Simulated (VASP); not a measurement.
A run of VASP 6.6.1 is set up as follows.

File INCAR:

```
SYSTEM = MgO
ALGO     = Normal         ! electronic algorithm
EDIFF    = 1E-6           ! SCF threshold, eV
ENCUT    = 520            ! plane-wave cutoff, eV
GGA      = PE             ! functional
ISIF     = 2              ! what is computed and relaxed
ISMEAR   = -1             ! smearing method
LASPH    = .TRUE.         ! aspherical terms in the spheres
LCHARG   = .TRUE.         ! write CHGCAR
LELF     = .TRUE.         ! ELF
LREAL    = .FALSE.        ! projectors in reciprocal space
LVHAR    = .TRUE.       
LWAVE    = .FALSE.        ! write WAVECAR
NBANDS   = 16             ! bands
NELM     = 60             ! most SCF steps
PREC     = Accurate       ! precision mode
SIGMA    = 0.08           ! smearing width, eV
```

Contents of KPOINTS:

```
k-points
0
G
  12 12 7
  0 0 0
```

The input POSCAR:

```
MgO
1.0
    3.0960069093      0.0000000000      0.0000000000
   -1.5480034547      2.6812206337      0.0000000000
    0.0000000000      0.0000000000      3.7571928652
Mg O
2 2
Direct
    0.3333333333      0.6666666667     -0.0620068240
    0.6666666667      0.3333333333      0.4379931760
    0.3333333333      0.6666666667      0.4380068240
    0.6666666667      0.3333333333      0.9380068240
```

Potentials or basis: VASP PAW PBE potentials, release 64 (Mg, O).

Command:

```console
$ cat potpaw_PBE.64/Mg/POTCAR potpaw_PBE.64/O/POTCAR > POTCAR
$ mpirun -np 1 vasp_std > vasp.out
```

Problem. Estimate the band gap on the k mesh.

Solution. 5.32 eV, direct.

Problem. Predict the pressure.

Solution. 102.0 GPa.

Stress tensor (GPa, compression positive):
```
102.29   0.00   0.00
  0.00 102.29   0.00
  0.00   0.00 101.51
```

 A k mesh can miss the band edges.
